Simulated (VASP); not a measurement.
# AlN in VASP: notebook

Aim: see how the results for AlN move with the level of theory and the settings. Levels: PBE, PBE0. Tasks: single point.

Everything below comes from runs of VASP 6.6.1. Logs are shortened: lines on timing, memory, paths and dates and some standing lists are left out, and cuts for length are marked.

## Step 1: The cell of the first run

The typed cell holds 4 atoms: a = 3.130 Å, b = 3.130 Å, c = 5.017 Å, α = 90.00°, β = 90.00°, γ = 120.00°.

## Step 2: Single point, PBE

Input file INCAR:

```
SYSTEM = AlN
ALGO     = Normal         ! electronic algorithm
EDIFF    = 1E-6           ! SCF threshold, eV
ENCUT    = 600            ! plane-wave cutoff, eV
GGA      = PE             ! functional
GGA_COMPAT= .FALSE.      
ISIF     = 2              ! what is computed and relaxed
ISMEAR   = -1             ! smearing method
LASPH    = .TRUE.         ! aspherical terms in the spheres
LCHARG   = .FALSE.        ! write CHGCAR
LREAL    = .FALSE.        ! projectors in reciprocal space
LWAVE    = .FALSE.        ! write WAVECAR
NBANDS   = 16             ! bands
NELM     = 120            ! most SCF steps
PREC     = Accurate       ! precision mode
SIGMA    = 0.01           ! smearing width, eV
```

Input file KPOINTS:

```
k-points
0
G
  8 8 4
  0 0 0
```

Input file POSCAR:

```
AlN
1.0
    3.1297569564      0.0000000289      0.0000000000
   -1.5648785032      2.7104490175      0.0000000000
    0.0000000000      0.0000000000      5.0174032965
Al N
2 2
Direct
    0.6671048053      0.3329323774      0.5000247805
    0.3329323767      0.6671048053      1.0000247803
    0.6639230873      0.3360397295      0.8799752191
    0.3360397288      0.6639230873      0.3799752193
```

Potentials or basis: VASP PAW PBE potentials, release 64 (Al, N).

Started as:

```
$ cat potpaw_PBE.64/Al/POTCAR potpaw_PBE.64/N/POTCAR > POTCAR
$ mpirun -np 1 vasp_std > vasp.out
```

OUTCAR:

```text
SYSTEM = AlN
   EDIFF = 1E-6
   ENCUT = 600
   GGA = PE
   ISIF = 2
   ISMEAR = -1
   LASPH = .TRUE.
   LREAL = .FALSE.
   NELM = 120
   PREC = Accurate

 ion  position               nearest neighbor table
   1  0.667  0.333  0.500-   4 1.89   3 1.91   4 1.91   4 1.91   2 3.09   2 3.09   2 3.09   2 3.09
                             2 3.09   2 3.09
   2  0.333  0.667  0.000-   3 1.89   4 1.91   3 1.91   3 1.91   1 3.09   1 3.09   1 3.09   1 3.09
                             1 3.09   1 3.09
   3  0.664  0.336  0.880-   2 1.89   1 1.91   2 1.91   2 1.91
   4  0.336  0.664  0.380-   1 1.89   2 1.91   1 1.91   1 1.91

  LATTYP: Found a hexagonal cell.
 ALAT       =     3.1297569564
 C/A-ratio  =     1.6031287306

  Lattice vectors:

 A1 = (   3.1297569564,   0.0000000289,   0.0000000000)
 A2 = (  -1.5648785032,   2.7104490175,   0.0000000000)
 A3 = (   0.0000000000,   0.0000000000,   5.0174032965)

Analysis of symmetry for initial positions (statically):
=====================================================================
 Subroutine PRICEL returns:
 Original cell was already a primitive cell.

 Routine SETGRP: Setting up the symmetry group for a
 hexagonal supercell.

 Subroutine GETGRP returns: Found  2 space group operations
 (whereof  1 operations were pure point group operations)
 out of a pool of 24 trial point group operations.

The static configuration has the point symmetry C_1 .
 The point group associated with its full space group is C_1h.

Analysis of symmetry for dynamics (positions and initial velocities):
=====================================================================
 Subroutine PRICEL returns:
 Original cell was already a primitive cell.

 Routine SETGRP: Setting up the symmetry group for a
 hexagonal supercell.

 Subroutine GETGRP returns: Found  2 space group operations
 (whereof  1 operations were pure point group operations)
 out of a pool of 24 trial point group operations.

The dynamic configuration has the point symmetry C_1 .
 The point group associated with its full space group is C_1h.

 Subroutine INISYM returns: Found  2 space group operations
 (whereof  1 operations are pure point group operations),
 and found     1 'primitive' translations

----------------------------------------------------------------------------------------

                                     Primitive cell

  volume of cell :      42.5629

  direct lattice vectors                    reciprocal lattice vectors
     3.129756956  0.000000029  0.000000000     0.319513626  0.184471282  0.000000000
[... 95 lines left out ...]
   NFREE  =      0    steps in history (QN), initial steepest desc. (CG)
   ISIF   =      2    stress and relaxation
   ISYM   =      2    0-nonsym 1-usesym 2-fastsym
   POTIM  = 0.5000    time-step for ionic-motion
   TEBEG  =    0.0;   TEEND  =   0.0 temperature during run
   PSTRESS=    0.0 pullay stress
   NELECT =      16.0000    total number of electrons
   NUPDOWN=      -1.0000    fix difference up-down
   EMIN   =  10.00;   EMAX   =-10.00  energy-range for DOS
   EFERMI =   0.00;   METHOD = LEGACY
   ISMEAR =    -1;   SIGMA  =   0.01  broadening in eV -4-tet -1-fermi 0-gaus
   EFERMI_NEDOS =   21; number of points for ismear=-14 and -15
   IALGO  =     38    algorithm
   IMIX   =      4    mixing-type and parameters
     AMIX     =   0.40;   BMIX     =  1.00
     AMIX_MAG =   1.60;   BMIX_MAG =  1.00
  volume/ion in A,a.u.               =      10.64        71.81
  Fermi-wavevector in a.u.,A,eV,Ry     =   1.181511  2.232733 18.993310  1.395969
  Thomas-Fermi vector in A             =   2.317783
   LORBIT       =      0    0 simple, 1 ext, 2 COOP (PROOUT), +10 PAW based schemes
   GGA     = PE    functional components
   LHFCALC =     F    Hartree Fock is set to
   AEXX    =    0.0000 exact exchange contribution
   IVDW    =     0    specifies the selected vdW correction
   LEPSILON=     F    determine dielectric tensor
   LRPA    =     F    only Hartree local field effects (RPA)
 non-spin polarized calculation
  energy-cutoff  :      600.00
  volume of cell :       42.56
 maximum number of plane-waves:      1436
 NGX is ok and might be reduce to    28
   NGX = 13   NGY = 13   NGZ = 21

 number of electron      15.9999998 magnetization

 Free energy of the ion-electron system (eV)
  ---------------------------------------------------
  ext. energy  EPLUGINS =         0.00000000
  ---------------------------------------------------
  free energy    TOTEN  =       -29.77996404 eV

  energy without entropy =      -29.77996404  energy(sigma->0) =      -29.77996404

 E-fermi :   6.1411     XC(G=0): -10.8289

 val. band max:        5.9435848225   @ k =   0.0000   0.0000   0.0000
 cond. band min:      10.0126305872   @ k =   0.0000   0.0000   0.0000
 fundamental gap:      4.0690457647
 Fermi energy:         6.1410656590

 k-point     1 :       0.0000    0.0000    0.0000
  band No.  band energies     occupation
      1      -9.1025      2.00000
      2      -7.0174      2.00000
      3       0.0509      2.00000
      4       5.0967      2.00000
      5       5.1703      2.00000
      6       5.7691      2.00000
[... 433 lines left out ...]
      3       0.9826      2.00000
      4       4.1711      2.00000
      5       4.4980      2.00000
      6       5.0352      2.00000
[... 8 lines left out ...]
     15      18.3139      0.00000
     16      18.4841      0.00000

 [... further k-points ...]

------------------------ aborting loop because EDIFF is reached ----------------------------------------

  FORCE on cell =-STRESS in cart. coord.  units (eV):
  Direction    XX          YY          ZZ          XY          YZ          ZX
  --------------------------------------------------------------------------------------
  -------------------------------------------------------------------------------------
  Total       -0.0312216     -0.2799756      0.1130481     -0.2154273     -0.0009210     -0.0005317
  in kB       -1.1752631    -10.5390135      4.2554248     -8.1092454     -0.0346678     -0.0200154
  external PRESSURE =      -2.4862839 kB  Pullay stress =       0.0000000 kB

 VOLUME and BASIS-vectors are now :
 -----------------------------------------------------------------------------
  energy-cutoff  :      600.00
  volume of cell :       42.56
      direct lattice vectors                 reciprocal lattice vectors
     3.129756956  0.000000029  0.000000000     0.319513626  0.184471282  0.000000000
    -1.564878503  2.710449017  0.000000000    -0.000000003  0.368942558  0.000000000
     0.000000000  0.000000000  5.017403297     0.000000000  0.000000000  0.199306283

 POSITION                                       TOTAL-FORCE (eV/Angst)
 -----------------------------------------------------------------------------------
      1.56688      0.90240      2.50883         0.114639     -0.067995     -0.094152
     -0.00194      1.80815      0.00012        -0.116205      0.065283     -0.094152
      1.55206      0.91082      4.41519         0.180388     -0.102339      0.094152
      0.01276      1.79953      1.90649        -0.178822      0.105051      0.094152
 -----------------------------------------------------------------------------------
    total drift:                                0.000002      0.000002      0.000477

  FREE ENERGIE OF THE ION-ELECTRON SYSTEM (eV)
  ---------------------------------------------------
  free  energy   TOTEN  =       -29.7799640423 eV

  energy  without entropy=      -29.7799640423  energy(sigma->0) =      -29.77996404
```

OSZICAR:

```text
N       E                     dE             d eps       ncg     rms          rms(c)
DAV:   1     0.484849691995E+02    0.48485E+02   -0.79113E+03  2496   0.999E+02
DAV:   2    -0.303538315555E+02   -0.78839E+02   -0.71747E+02  3488   0.208E+02
DAV:   3    -0.344343210577E+02   -0.40805E+01   -0.40665E+01  3248   0.498E+01
DAV:   4    -0.344605732769E+02   -0.26252E-01   -0.26250E-01  3112   0.427E+00
DAV:   5    -0.344609203342E+02   -0.34706E-03   -0.34706E-03  3248   0.492E-01    0.121E+01
DAV:   6    -0.297609666864E+02    0.47000E+01   -0.10659E+01  3088   0.248E+01    0.408E+00
DAV:   7    -0.297919096313E+02   -0.30943E-01   -0.70199E-01  2712   0.594E+00    0.290E+00
DAV:   8    -0.297846230692E+02    0.72866E-02   -0.62377E-02  3072   0.245E+00    0.600E-01
DAV:   9    -0.297794255310E+02    0.51975E-02   -0.11865E-02  3424   0.831E-01    0.250E-01
DAV:  10    -0.297800760101E+02   -0.65048E-03   -0.25678E-03  2832   0.323E-01    0.143E-01
DAV:  11    -0.297799605788E+02    0.11543E-03   -0.25622E-04  3056   0.128E-01    0.336E-02
DAV:  12    -0.297799642240E+02   -0.36452E-05   -0.14891E-05  3000   0.301E-02    0.832E-03
DAV:  13    -0.297799640423E+02    0.18165E-06   -0.60861E-06  2808   0.203E-02
   1 F= -.29779964E+02 E0= -.29779964E+02  d E =-.430355E-11
```

Wall time 52 s (1 thread of Intel Xeon Platinum 8259CL at 2.50GHz (Skylake/Cascade Lake), shared host); peak memory 0.2 GiB.

Results:

```
Free energy            : -29.7800 eV
Pressure               : -0.2 GPa
Largest force          : 0.228 eV/Å
Band gap on the k mesh : 4.07 eV
```

Forces in eV/Å, atoms in the order of the input:
```
Al   0.115 -0.068 -0.094
Al  -0.116  0.065 -0.094
N    0.180 -0.102  0.094
N   -0.179  0.105  0.094
```

Stress tensor (GPa, compression positive):
```
-0.12 -0.81  0.00
-0.81 -1.05  0.00
 0.00  0.00  0.43
```

## Step 3: Single point, PBE0

POSCAR is that of step 2.

Input file INCAR.step1:

```
PREC     = Accurate       # precision mode
ENCUT    = 520            # plane-wave cutoff, eV
EDIFF    = 1E-5           # SCF threshold, eV
ISMEAR   = -1             # smearing method
SIGMA    = 0.01           # smearing width, eV
LREAL    = False          # projectors in reciprocal space
LASPH    = True           # aspherical terms in the spheres
NELM     = 120            # most SCF steps
ALGO     = Normal         # electronic algorithm
ISIF     = 2              # what is computed and relaxed
LWAVE    = True           # write WAVECAR
LCHARG   = False          # write CHGCAR
NBANDS   = 16             # bands
GGA      = PE             # functional
GGA_COMPAT= False        
KPAR     = 4
```

Input file INCAR.step2:

```
PREC     = Accurate       # precision mode
ENCUT    = 520            # plane-wave cutoff, eV
EDIFF    = 1E-6           # SCF threshold, eV
ISMEAR   = -1             # smearing method
SIGMA    = 0.01           # smearing width, eV
LREAL    = False          # projectors in reciprocal space
LASPH    = True           # aspherical terms in the spheres
NELM     = 120            # most SCF steps
ALGO     = Normal         # electronic algorithm
ISIF     = 2              # what is computed and relaxed
LWAVE    = False          # write WAVECAR
LCHARG   = False          # write CHGCAR
GGA      = PE             # functional
LHFCALC  = True           # exact exchange
AEXX     = 0.25           # exact-exchange fraction
PRECFOCK = Normal       
NBANDS   = 16             # bands
ISTART   = 1            
GGA_COMPAT= False        
KPAR     = 4
```

Input file KPOINTS:

```
regular mesh
0
Gamma
  8 8 4
```

Potentials or basis: VASP PAW PBE potentials, release 64 (Al, N).

Started as:

```
$ cat potpaw_PBE.64/Al/POTCAR potpaw_PBE.64/N/POTCAR > POTCAR
$ cp INCAR.step1 INCAR
$ mpirun -np 4 vasp_std > vasp.out
$ cp INCAR.step2 INCAR
$ mpirun -np 4 vasp_std > vasp.out
```

Run time: 46 min. Hardware: 4 MPI ranks of Intel Xeon Platinum 8259CL at 2.50GHz (Skylake/Cascade Lake), shared host; peak memory 0.21 GiB.

Results (log left out):

```
Free energy            : -36.7160 eV
Pressure               : -5.3 GPa
Largest force          : 0.232 eV/Å
Band gap on the k mesh : 6.14 eV
```

Forces on the atoms (eV/Å):
```
Al   0.112 -0.067 -0.093
Al  -0.114  0.064 -0.093
N    0.185 -0.105  0.093
N   -0.183  0.108  0.093
```

Stress tensor (GPa, compression positive):
```
-5.19 -0.78  0.00
-0.78 -6.09  0.00
 0.00  0.00 -4.65
```

Levels at points of the mesh, in eV from the valence-band top:
```tsv
k point	band 6	band 7	band 8	band 9	band 10	band 11
(0.00, 0.00, 0.00)	-0.19	-0.17	0.00	6.14	8.74	13.07
(0.50, 0.00, 0.00)	-2.25	-1.83	-0.74	7.83	7.90	10.32
(0.50, 0.50, 0.00)	-2.21	-1.95	-0.70	7.85	8.00	10.38
(0.00, 0.00, 0.50)	-0.58	-0.53	-0.53	8.54	8.54	12.63
(0.50, 0.00, 0.50)	-1.57	-1.47	-1.47	7.36	7.36	11.46
(0.50, 0.50, 0.50)	-1.53	-1.43	-1.43	7.30	7.30	11.48
```

Caveat: the cell stands under tension; the PAW data sets were made with another functional, which shifts forces and pressure a little.
